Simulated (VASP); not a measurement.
Here is a VASP 6.6.1 calculation.

Contents of INCAR:

```
PREC = Accurate ; ENCUT = 600
EDIFF = 1E-6 ; ISMEAR = -1
SIGMA = 0.08 ; LREAL = False
LASPH = True ; NELM = 100
ALGO = Normal ; ISIF = 4
LWAVE = False ; LCHARG = False
GGA = PE ; IBRION = 2
NSW = 50 ; EDIFFG = -0.005
```

The input KPOINTS:

```
Automatic mesh
0
Gamma
  11 11 3
```

Contents of POSCAR:

```
Mg
1.0
    3.0274438112      0.0000000000      0.0000000000
   -1.5137219056      2.6218432491      0.0000000000
    0.0000000000      0.0000000000      9.8470823170
Mg
4
Direct
    0.0000000000      0.0000000000      0.0000000000
    0.0000000000      0.0000000000      0.5000000000
    0.3333333333      0.6666666667      0.2500000000
    0.6666666667      0.3333333333      0.7500000000
```

Potentials or basis: VASP PAW PBE potentials, release 64 (Mg).

The run is started by

```bash
$ cat potpaw_PBE.64/Mg/POTCAR > POTCAR
$ mpirun -np 1 vasp_std > vasp.out
```

Task: Estimate the band gap on the k mesh.

Result: Zero (band 4 reaches 4.49 eV, above the bottom of band 5 at 2.29 eV).

Final structure:
```xyz
4
Lattice="3.0280 0.0000 0.0000 -1.5140 2.6223 0.0000 0.0000 0.0000 9.8434" Properties=species:S:1:pos:R:3 pbc="T T T"
Mg    0.0000    0.0000    9.8434
Mg    0.0000    0.0000    4.9217
Mg    0.0000    1.7482    2.4609
Mg    1.5140    0.8741    7.3826
```
